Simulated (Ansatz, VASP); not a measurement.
Ba in VASP and in Ansatz

Contents of INCAR:

```
PREC = Accurate
ENCUT = 520
EDIFF = 1E-7
ISMEAR = 0
SIGMA = 0.15
LREAL = False
LASPH = True
NELM = 100
ALGO = Normal
ISIF = 2
LWAVE = False
LCHARG = True
GGA = PS
LELF = True
LVHAR = True
NBANDS = 11
```

KPOINTS

```
regular mesh
0
Gamma
  14 14 14
```

POSCAR

```
Ba
1.0
    0.0000000000      2.9528938375      2.9528938375
    2.9528938375      0.0000000000      2.9528938375
    2.9528938375      2.9528938375      0.0000000000
Ba
1
Direct
    0.0000000000      0.0000000000      0.0000000000
```

Input for Ansatz:

```yaml
crystal:
  lattice:
    - [0.0, 2.9528938375, 2.9528938375]
    - [2.9528938375, 0.0, 2.9528938375]
    - [2.9528938375, 2.9528938375, 0.0]
  atoms:
    - { symbol: Ba, position: [0.0, 0.0, 0.0] }
basis:
  ecutwfc: 420
kpoints:
  mp_grid: { grid: [14, 14, 14] }
hamiltonian:
  xc: pbesol
  pseudopotentials: { kind: paw }
scf:
  occupations: { method: gaussian, width: 0.15 }
output:
  forces: true
  stress: true
  eigenvalues: true
```

Alike in both runs: task single point; functional PBEsol; k mesh 14 × 14 × 14; occupations gaussian, width 0.15 eV; no spin polarisation.

```csv
,VASP,Ansatz
version,VASP 6.6.1,Ansatz 0.2.0
potentials or method,"VASP PAW PBE potentials, release 64 (Ba_sv), cutoff 520 eV","scalar-relativistic, plane waves, PAW"
valence electrons in the cell,10,10
```

Ansatz gave:

| Item | Value |
| --- | --- |
| gap on the k mesh at the Fermi level (eV) | none |
| pressure (GPa) | 1.2 |

Question: What did VASP give for the same quantities?

Answer: gap on the k mesh at the Fermi level (eV): none; pressure (GPa): 1.3.

VASP's potentials were made for PBE, not for PBEsol. A gap of «none» marks a metal or a gap that the smearing closes.

Neither program's run includes spin-orbit coupling.
